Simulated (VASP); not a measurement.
# AlN in VASP: relaxation of the atoms with PBE

Aim: the relaxation of the atoms of AlN with PBE.

Everything below comes from runs of VASP 6.6.1. Logs are shortened: lines on timing, memory, paths and dates and some standing lists are left out, and cuts for length are marked.

### Step 1. The cell of the first run

The cell holds a slab with vacuum, 12 atoms: a = 3.130 Å, b = 3.130 Å, c = 28.139 Å, α = 90.00°, β = 90.00°, γ = 120.00°.

### Step 2. Relaxation of the atoms, PBE

The input, INCAR:

```
SYSTEM = AlN
ALGO     = Normal         ! electronic algorithm
DIPOL    = 0.5 0.5 0.500
EDIFF    = 1E-7           ! SCF threshold, eV
EDIFFG   = -0.02          ! ionic threshold
ENCUT    = 520            ! plane-wave cutoff, eV
GGA      = PE             ! functional
IBRION   = 2              ! ionic algorithm
IDIPOL   = 3            
ISIF     = 2              ! what is computed and relaxed
ISMEAR   = 0              ! smearing method
LASPH    = .True.         ! aspherical terms in the spheres
LCHARG   = .False.        ! write CHGCAR
LDIPOL   = .True.       
LREAL    = .False.        ! projectors in reciprocal space
LWAVE    = .False.        ! write WAVECAR
NELM     = 100            ! most SCF steps
NSW      = 80             ! ionic steps
PREC     = Accurate       ! precision mode
SIGMA    = 0.05           ! smearing width, eV
```

The input, KPOINTS:

```
k-points
0
Gamma
  9 9 1
  0 0 0
```

The input, POSCAR:

```
AlN
1.0
    3.1302395629      0.0000000000      0.0000000000
   -1.5651197815      2.7108669814      0.0000000000
    0.0000000000      0.0000000000     28.1393661353
N Al
6 6
Direct
    0.3333333333      0.6666666667      0.2665305240
    0.6666666667      0.3333333333      0.3556935071
    0.3333333333      0.6666666667      0.4448564902
    0.6666666667      0.3333333333      0.5340194733
    0.3333333333      0.6666666667      0.6231824564
    0.6666666667      0.3333333333      0.7123454395
    0.6666666667      0.3333333333      0.2876545605
    0.3333333333      0.6666666667      0.3768175436
    0.6666666667      0.3333333333      0.4659805267
    0.3333333333      0.6666666667      0.5551435098
    0.6666666667      0.3333333333      0.6443064929
    0.3333333333      0.6666666667      0.7334694760
```

Potentials or basis: VASP PAW PBE potentials, release 64 (N, Al).

Started as:

```console
cat potpaw_PBE.64/N/POTCAR potpaw_PBE.64/Al/POTCAR > POTCAR
mpirun -np 1 vasp_std > vasp.out
```

OUTCAR:

```text
SYSTEM = AlN
   EDIFF = 1E-7
   EDIFFG = -0.02
   ENCUT = 520
   GGA = PE
   IBRION = 2
   ISIF = 2
   ISMEAR = 0
   LASPH = .True.
   LREAL = .False.
   NELM = 100
   NSW = 80
   PREC = Accurate

 ion  position               nearest neighbor table
   1  0.333  0.667  0.267-   7 1.90   7 1.90   7 1.90
   2  0.667  0.333  0.356-   8 1.90   8 1.90   8 1.90   7 1.91
   3  0.333  0.667  0.445-   9 1.90   9 1.90   9 1.90   8 1.91
   4  0.667  0.333  0.534-  10 1.90  10 1.90  10 1.90   9 1.91
   5  0.333  0.667  0.623-  11 1.90  11 1.90  11 1.90  10 1.91
   6  0.667  0.333  0.712-  12 1.90  12 1.90  12 1.90  11 1.91
   7  0.667  0.333  0.288-   1 1.90   1 1.90   1 1.90   2 1.91   8 3.09   8 3.09   8 3.09
   8  0.333  0.667  0.377-   2 1.90   2 1.90   2 1.90   3 1.91   7 3.09   9 3.09   7 3.09   9 3.09
                             7 3.09   9 3.09
   9  0.667  0.333  0.466-   3 1.90   3 1.90   3 1.90   4 1.91  10 3.09   8 3.09  10 3.09   8 3.09
                            10 3.09   8 3.09
  10  0.333  0.667  0.555-   4 1.90   4 1.90   4 1.90   5 1.91   9 3.09  11 3.09   9 3.09  11 3.09
                             9 3.09  11 3.09
  11  0.667  0.333  0.644-   5 1.90   5 1.90   5 1.90   6 1.91  12 3.09  10 3.09  10 3.09  12 3.09
                            12 3.09  10 3.09
  12  0.333  0.667  0.733-   6 1.90   6 1.90   6 1.90  11 3.09  11 3.09  11 3.09

  LATTYP: Found a hexagonal cell.
 ALAT       =     3.1302395629
 C/A-ratio  =     8.9895247855

  Lattice vectors:

 A1 = (   3.1302395629,   0.0000000000,   0.0000000000)
 A2 = (  -1.5651197815,   2.7108669814,   0.0000000000)
 A3 = (   0.0000000000,   0.0000000000,  28.1393661353)

Analysis of symmetry for initial positions (statically):
=====================================================================
 Subroutine PRICEL returns:
 Original cell was already a primitive cell.

 Routine SETGRP: Setting up the symmetry group for a
 hexagonal supercell.

 Subroutine GETGRP returns: Found  6 space group operations
 (whereof  6 operations were pure point group operations)
 out of a pool of 24 trial point group operations.

The static configuration has the point symmetry C_3v.

Analysis of symmetry for dynamics (positions and initial velocities):
=====================================================================
 Subroutine PRICEL returns:
 Original cell was already a primitive cell.

 Routine SETGRP: Setting up the symmetry group for a
 hexagonal supercell.

 Subroutine GETGRP returns: Found  6 space group operations
 (whereof  6 operations were pure point group operations)
 out of a pool of 24 trial point group operations.

The dynamic configuration has the point symmetry C_3v.

 Subroutine INISYM returns: Found  6 space group operations
 (whereof  6 operations are pure point group operations),
 and found     1 'primitive' translations

----------------------------------------------------------------------------------------

                                     Primitive cell

  volume of cell :     238.7812

  direct lattice vectors                    reciprocal lattice vectors
     3.130239563  0.000000000  0.000000000     0.319464367  0.184442838  0.000000000
    -1.565119781  2.710866981  0.000000000     0.000000000  0.368885676  0.000000000
     0.000000000  0.000000000 28.139366135     0.000000000  0.000000000  0.035537403

  length of vectors
     3.130239563  3.130239563 28.139366135     0.368885676  0.368885676  0.035537403

  position of ions in fractional coordinates (direct lattice)
     0.333333333  0.666666667  0.266530524
     0.666666667  0.333333333  0.355693507
     0.333333333  0.666666667  0.444856490
     0.666666667  0.333333333  0.534019473
     0.333333333  0.666666667  0.623182456
     0.666666667  0.333333333  0.712345439
     0.666666667  0.333333333  0.287654561
     0.333333333  0.666666667  0.376817544
     0.666666667  0.333333333  0.465980527
     0.333333333  0.666666667  0.555143510
     0.666666667  0.333333333  0.644306493
     0.333333333  0.666666667  0.733469476

  ion indices of the primitive-cell ions
   primitive index   ion index
                 1           1
                 2           2
                 3           3
                 4           4
                 5           5
                 6           6
[... 40 lines left out ...]
  0.111111  0.111111  0.000000      6.000000
  0.222222  0.111111  0.000000     12.000000
  0.333333  0.111111  0.000000     12.000000
  0.444444  0.111111  0.000000      6.000000
  0.222222  0.222222  0.000000      6.000000
  0.333333  0.222222  0.000000     12.000000
  0.333333  0.333333  0.000000      2.000000
   k-points           NKPTS =     12   k-points in BZ     NKDIM =     12   number of bands    NBANDS=     31
   number of dos      NEDOS =    301   number of ions     NIONS =     12
   total plane-waves  NPLWV = 120960
   dimension x,y,z NGX =    24 NGY =   24 NGZ =  210
   dimension x,y,z NGXF=    48 NGYF=   48 NGZF=  420
   ions per type =               6   6
   NGX,Y,Z   is equivalent  to a cutoff of  12.75, 12.75, 12.41 a.u.
   NGXF,Y,Z  is equivalent  to a cutoff of  25.49, 25.49, 24.81 a.u.
 SYSTEM =  AlN
   PREC   = accura    normal or accurate (medium, high low for compatibility)
   ISTART =      0    job   : 0-new  1-cont  2-samecut
   ICHARG =      2    charge: 1-file 2-atom 10-const
   ISPIN  =      1    spin polarized calculation?
   LNONCOLLINEAR =      F non collinear calculations
   LSORBIT =      F    spin-orbit coupling
   LASPH  =      T    aspherical Exc in radial PAW
   ENCUT  =  520.0 eV  38.22 Ry    6.18 a.u.   5.82  5.82 52.32*2*pi/ulx,y,z
   NELM   =    100;   NELMIN=  2; NELMDL= -5     # of ELM steps
   EDIFF  = 0.1E-06   stopping-criterion for ELM
   LREAL  =      F    real-space projection
   EDIFFG = -.2E-01   stopping-criterion for IOM
   NSW    =     80    number of steps for IOM
   IBRION =      2    ionic relax: 0-MD 1-quasi-New 2-CG
   NFREE  =      1    steps in history (QN), initial steepest desc. (CG)
   ISIF   =      2    stress and relaxation
   ISYM   =      2    0-nonsym 1-usesym 2-fastsym
   POTIM  = 0.5000    time-step for ionic-motion
   TEBEG  =    0.0;   TEEND  =   0.0 temperature during run
   PSTRESS=    0.0 pullay stress
   NELECT =      48.0000    total number of electrons
   NUPDOWN=      -1.0000    fix difference up-down
   EMIN   =  10.00;   EMAX   =-10.00  energy-range for DOS
   EFERMI =   0.00;   METHOD = LEGACY
   ISMEAR =     0;   SIGMA  =   0.05  broadening in eV -4-tet -1-fermi 0-gaus
   EFERMI_NEDOS =   21; number of points for ismear=-14 and -15
   IALGO  =     38    algorithm
   IMIX   =      4    mixing-type and parameters
     AMIX     =   0.40;   BMIX     =  1.00
     AMIX_MAG =   1.60;   BMIX_MAG =  1.00
  volume/ion in A,a.u.               =      19.90       134.28
  Fermi-wavevector in a.u.,A,eV,Ry     =   0.959007  1.812261 12.513208  0.919695
  Thomas-Fermi vector in A             =   2.088165
   LORBIT       =      0    0 simple, 1 ext, 2 COOP (PROOUT), +10 PAW based schemes
   GGA     = PE    functional components
   LHFCALC =     F    Hartree Fock is set to
   AEXX    =    0.0000 exact exchange contribution
   IVDW    =     0    specifies the selected vdW correction
   LEPSILON=     F    determine dielectric tensor
   LRPA    =     F    only Hartree local field effects (RPA)
 conjugate gradient relaxation of ions
 non-spin polarized calculation
 Gauss-broadening in eV      SIGMA  =   0.05
  energy-cutoff  :      520.00
  volume of cell :      238.78
 maximum number of plane-waves:      6458
 NGX is ok and might be reduce to    24
   NGX = 11   NGY = 11   NGZ =105

 dipolmoment           0.000000      0.000000      0.125995 electrons x Angstroem

--------------------------------------- Ionic step        1  -------------------------------------------

 number of electron      47.9999996 magnetization

 Free energy of the ion-electron system (eV)
  ---------------------------------------------------
  ext. energy  EPLUGINS =         0.00000000
  ---------------------------------------------------
  free energy    TOTEN  =       -85.34712223 eV

  energy without entropy =      -85.33398336  energy(sigma->0) =      -85.34055280

------------------------ aborting loop because EDIFF is reached ----------------------------------------

  FORCE on cell =-STRESS in cart. coord.  units (eV):
  Direction    XX          YY          ZZ          XY          YZ          ZX
  --------------------------------------------------------------------------------------
  -------------------------------------------------------------------------------------
  Total       -1.3185297     -1.3185297      0.1416422      0.0000000      0.0000000      0.0000000
  in kB       -8.8470889     -8.8470889      0.9503931      0.0000000      0.0000000      0.0000000
  external PRESSURE =      -5.5812616 kB  Pullay stress =       0.0000000 kB
[... 119 lines left out ...]
  FREE ENERGIE OF THE ION-ELECTRON SYSTEM (eV)
  ---------------------------------------------------
  free  energy   TOTEN  =       -85.6969446912 eV

  energy  without entropy=      -85.6787340901  energy(sigma->0) =      -85.68783939

[... ionic steps 4 to 23 ...]

--------------------------------------- Ionic step       24  -------------------------------------------

 number of electron      47.9999996 magnetization

------------------------ aborting loop because EDIFF is reached ----------------------------------------
[... 87 lines left out ...]
--------------------------------------- Ionic step       26  -------------------------------------------

 number of electron      47.9999996 magnetization

 dipolmoment           0.000000      0.000000     -0.112707 electrons x Angstroem

 Free energy of the ion-electron system (eV)
  ---------------------------------------------------
  ext. energy  EPLUGINS =         0.00000000
  ---------------------------------------------------
  free energy    TOTEN  =       -85.77717115 eV

  energy without entropy =      -85.75996875  energy(sigma->0) =      -85.76856995

 E-fermi :   1.7131     XC(G=0):  -6.3859

 val. band max:        1.7054587254   @ k =   0.3333   0.2222   0.0000
 cond. band min:       1.7136425309   @ k =   0.2222   0.1111   0.0000
 fundamental gap:      0.0081838055
 Fermi energy:         1.7131028851

 k-point     1 :       0.0000    0.0000    0.0000
  band No.  band energies     occupation
      1     -16.1139      2.00000
      2     -15.1760      2.00000
      3     -14.3862      2.00000
      4     -13.6985      2.00000
      5     -12.8902      2.00000
      6     -11.5758      2.00000
[... 397 lines left out ...]
     30       7.5430      0.00000
     31       7.6227      0.00000

------------------------ aborting loop because EDIFF is reached ----------------------------------------

 vacuum level on the upper side and lower side of the slab       (xc-potential included)        -1.264         1.165

  FORCE on cell =-STRESS in cart. coord.  units (eV):
  Direction    XX          YY          ZZ          XY          YZ          ZX
  --------------------------------------------------------------------------------------
  -------------------------------------------------------------------------------------
  Total        4.6080855      4.6080855     -0.0183088     -0.0000000      0.0000000      0.0000000
  in kB       30.9193973     30.9193973     -0.1228486     -0.0000000      0.0000000      0.0000000
  external PRESSURE =      20.5719820 kB  Pullay stress =       0.0000000 kB
[... 27 lines left out ...]
  FREE ENERGIE OF THE ION-ELECTRON SYSTEM (eV)
  ---------------------------------------------------
  free  energy   TOTEN  =       -85.7771711526 eV

  energy  without entropy=      -85.7599687548  energy(sigma->0) =      -85.76856995

 reached required accuracy - stopping structural energy minimisation

 vacuum level on the upper side and lower side of the slab         5.534         8.013
```

Wall time 84 min (1 thread of Oxide Virtual Turin-like, shared host); peak memory 0.35 GiB.

Results:

```
Free energy                  : -85.7772 eV
Energy gained by relaxing    : 35.8 meV/atom
Ionic steps                  : 26
Largest force after relaxing : 0.013 eV/Å
Band gap on the k mesh       : zero (bands 24 and 25 overlap by 0.33 eV)
```

Forces on the atoms (eV/Å):
```
N    0.000  0.000  0.002
N    0.000  0.000 -0.004
N    0.000  0.000 -0.009
N    0.000  0.000 -0.003
N    0.000  0.000  0.011
N    0.000  0.000  0.002
Al   0.000  0.000 -0.004
Al   0.000  0.000 -0.001
Al   0.000  0.000  0.003
Al   0.000  0.000  0.006
Al   0.000  0.000  0.011
Al   0.000  0.000 -0.013
```

Step by step:
| step | energy change (eV) | largest force (eV/Å) | pressure (GPa) |
| --- | --- | --- | --- |
| 1 | 0.0000 | 2.0902 | -0.56 |
| 2 | -0.3344 | 0.7037 | -0.23 |
| 3 | -0.3498 | 0.5188 | -0.10 |
| 4 | -0.3503 | 0.5378 | -0.07 |
| 5 | -0.3754 | 0.3045 | 0.20 |
| 6 | -0.3762 | 0.3125 | 0.27 |
| 7 | -0.3878 | 0.1815 | 0.41 |
| 8 | -0.3908 | 0.2313 | 0.54 |
| 9 | -0.3991 | 0.1556 | 0.69 |
| 10 | -0.4007 | 0.2682 | 0.79 |
| 11 | -0.4076 | 0.1563 | 0.92 |
| 12 | -0.4098 | 0.1690 | 1.04 |
| 13 | -0.4145 | 0.1755 | 1.13 |
| 14 | -0.4181 | 0.3612 | 1.32 |
| 15 | -0.4210 | 0.2688 | 1.37 |
| 16 | -0.4246 | 0.0749 | 1.54 |
| 17 | -0.4254 | 0.0779 | 1.57 |
| 18 | -0.4268 | 0.0866 | 1.68 |
| 19 | -0.4267 | 0.1134 | 1.88 |
| 20 | -0.4273 | 0.0894 | 1.77 |
| 21 | -0.4282 | 0.0733 | 1.82 |
| 22 | -0.4292 | 0.0723 | 1.94 |
| 23 | -0.4293 | 0.0994 | 1.98 |
| 24 | -0.4298 | 0.0439 | 2.02 |
| 25 | -0.4299 | 0.0419 | 2.04 |
| 26 | -0.4300 | 0.0131 | 2.06 |

Final structure:
```yaml
crystal:
  lattice:
    - [3.13024, 0.00000, 0.00000]
    - [-1.56512, 2.71087, 0.00000]
    - [0.00000, 0.00000, 28.13937]
  atoms:
    - { symbol: N, position: [0.33333, 0.66667, 0.27886] }
    - { symbol: N, position: [0.66667, 0.33333, 0.36124] }
    - { symbol: N, position: [0.33333, 0.66667, 0.44723] }
    - { symbol: N, position: [0.66667, 0.33333, 0.53449] }
    - { symbol: N, position: [0.33333, 0.66667, 0.62185] }
    - { symbol: N, position: [0.66667, 0.33333, 0.71009] }
    - { symbol: Al, position: [0.66667, 0.33333, 0.28924] }
    - { symbol: Al, position: [0.33333, 0.66667, 0.37625] }
    - { symbol: Al, position: [0.66667, 0.33333, 0.46374] }
    - { symbol: Al, position: [0.33333, 0.66667, 0.55110] }
    - { symbol: Al, position: [0.66667, 0.33333, 0.63856] }
    - { symbol: Al, position: [0.33333, 0.66667, 0.72735] }
```
